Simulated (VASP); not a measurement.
Wanted: the native input for a VASP 6.6.1 run.

| Quantity | Value |
| --- | --- |
| Task | single point |
| Functional | r2SCAN |
| Potentials or basis | VASP PAW PBE potentials, release 64 (Pb_d, S) |
| Cutoff | 550 eV |
| k mesh | 7 × 7 × 7 |
| Occupations | fermi-dirac, width 0.05 eV |
| Spin | no spin polarisation |
| Dipole correction | no |
| Further INCAR settings | ALGO = Normal; EDIFF = 1e-06; NBANDS = 17 |

PbS:

```
Pb S
1.0
     3.67786    0.00000    0.00000
     0.00000    3.67786    0.00000
     0.00000    0.00000    3.67786
Pb S
1 1
Cartesian
  0.0000 0.0000 0.0000
  1.8389 1.8389 1.8389
```

One way to write it, as run:

POSCAR

```
PbS
1.0
    3.6778561224      0.0000000000      0.0000000000
    0.0000000000      3.6778561224      0.0000000000
    0.0000000000      0.0000000000      3.6778561224
Pb S
1 1
Direct
    0.0000000000      0.0000000000      0.0000000000
    0.5000000000      0.5000000000      0.5000000000
```

INCAR.step1

```
SYSTEM = PbS
ALGO = Normal
EDIFF = 1E-5
ENCUT = 550
GGA = PE
GGA_COMPAT = .False.
ISMEAR = -1
LASPH = .True.
LCHARG = .False.
LREAL = .False.
LWAVE = .True.
NBANDS = 17
NELM = 120
PREC = Accurate
SIGMA = 0.05
```

INCAR.step2

```
SYSTEM = PbS
ALGO = Normal
EDIFF = 1E-6
ENCUT = 550
GGA_COMPAT = .False.
ISIF = 2
ISMEAR = -1
ISTART = 1
LASPH = .True.
LCHARG = .True.
LELF = .True.
LMIXTAU = .True.
LREAL = .False.
LVHAR = .True.
LWAVE = .False.
METAGGA = R2SCAN
NBANDS = 17
NELM = 120
PREC = Accurate
SIGMA = 0.05
```

KPOINTS

```
k-points
0
Gamma
  7 7 7
  0 0 0
```

Potentials or basis: VASP PAW PBE potentials, release 64 (Pb_d, S).

Command:

```sh
$ cat potpaw_PBE.64/Pb_d/POTCAR potpaw_PBE.64/S/POTCAR > POTCAR
$ cp INCAR.step1 INCAR
$ mpirun -np 1 vasp_std > vasp.out
$ cp INCAR.step2 INCAR
$ mpirun -np 1 vasp_std > vasp.out
```

Results of the run:

```
Pressure               : -1.9 GPa
Band gap on the k mesh : 0.38 eV, indirect (least direct gap 1.64 eV)
```

Caveat: the PAW data sets were made with another functional, which shifts forces and pressure a little; spin-orbit coupling is left out, which moves the levels of the heavy elements.

It took 52 s on 1 thread of Intel Xeon 6975P-C, on a shared host, peak memory 0.18 GiB.
